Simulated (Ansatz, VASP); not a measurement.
# NaI: VASP beside Ansatz

File POSCAR:

```
NaI
1.0
    0.0000000000      3.2364000000      3.2364000000
    3.7218600000      0.0000000000      3.2364000000
    3.7218600000      3.2364000000      0.0000000000
Na I
1 1
Direct
    0.0000000000      0.0000000000      0.0000000000
    0.5000000000      0.5000000000      0.5000000000
```

INCAR.step1

```
ALGO     = Normal         # electronic algorithm
EDIFF    = 1E-4           # SCF threshold, eV
ENCUT    = 520            # plane-wave cutoff, eV
GGA      = PE             # functional
ISMEAR   = 0              # smearing method
LASPH    = T              # aspherical terms in the spheres
LCHARG   = F              # write CHGCAR
LREAL    = F              # projectors in reciprocal space
LWAVE    = T              # write WAVECAR
NBANDS   = 14             # bands
NELM     = 80             # most SCF steps
PREC     = Accurate       # precision mode
SIGMA    = 0.05           # smearing width, eV
```

INCAR.step2

```
ALGO     = Normal         # electronic algorithm
EDIFF    = 1E-7           # SCF threshold, eV
ENCUT    = 520            # plane-wave cutoff, eV
ISIF     = 2              # what is computed and relaxed
ISMEAR   = 0              # smearing method
ISTART   = 1            
LASPH    = T              # aspherical terms in the spheres
LCHARG   = F              # write CHGCAR
LMIXTAU  = T            
LREAL    = F              # projectors in reciprocal space
LWAVE    = F              # write WAVECAR
METAGGA  = R2SCAN         # meta-GGA
NBANDS   = 14             # bands
NELM     = 80             # most SCF steps
PREC     = Accurate       # precision mode
SIGMA    = 0.05           # smearing width, eV
```

Contents of KPOINTS:

```
k-points
0
Gamma
  6 6 6
```

Input for Ansatz:

```yaml
crystal:
  lattice:
    - [0.0, 3.2364, 3.2364]
    - [3.72186, 0.0, 3.2364]
    - [3.72186, 3.2364, 0.0]
  atoms:
    - { symbol: Na, position: [0.0, 0.0, 0.0] }
    - { symbol: I, position: [0.5, 0.5, 0.5] }
basis:
  ecutwfc: 500
kpoints:
  mp_grid: { grid: [6, 6, 6] }
hamiltonian:
  xc: r2scan
scf:
  occupations: { method: gaussian, width: 0.05 }
output:
  forces: true
  stress: true
  eigenvalues: true
```

Change from the starting cell: strain +0.1500 x Voigt [1, 0, 0, 0, 0, 0], atoms carried along.

Alike in both runs: task single point; functional r2SCAN; k mesh 6 × 6 × 6; occupations gaussian, width 0.05 eV; no spin polarisation.

```csv
,VASP,Ansatz
version,VASP 6.6.1,Ansatz 0.2.0
potentials or method,"VASP PAW PBE potentials, release 64 (Na_pv, I), cutoff 520 eV","scalar-relativistic, plane waves, PAW"
valence electrons in the cell,14,26
```

```csv
,VASP,Ansatz,Ansatz less VASP
gap on the k mesh at the Fermi level (eV),4.06,4.05,-0.006
least direct gap on the mesh (eV),4.06,4.05,-0.006
pressure (GPa),-1.3,-1.3,+0.05
"traceless stress, the component that is largest in VASP (GPa)",-0.76,-0.75,+0.006
```

VASP's potentials were made for PBE, not for r2SCAN. VASP's potentials hold 14 valence electrons a cell and Ansatz's 26, so a difference there can come from the potentials and not from the codes.

Spin-orbit coupling is off throughout.
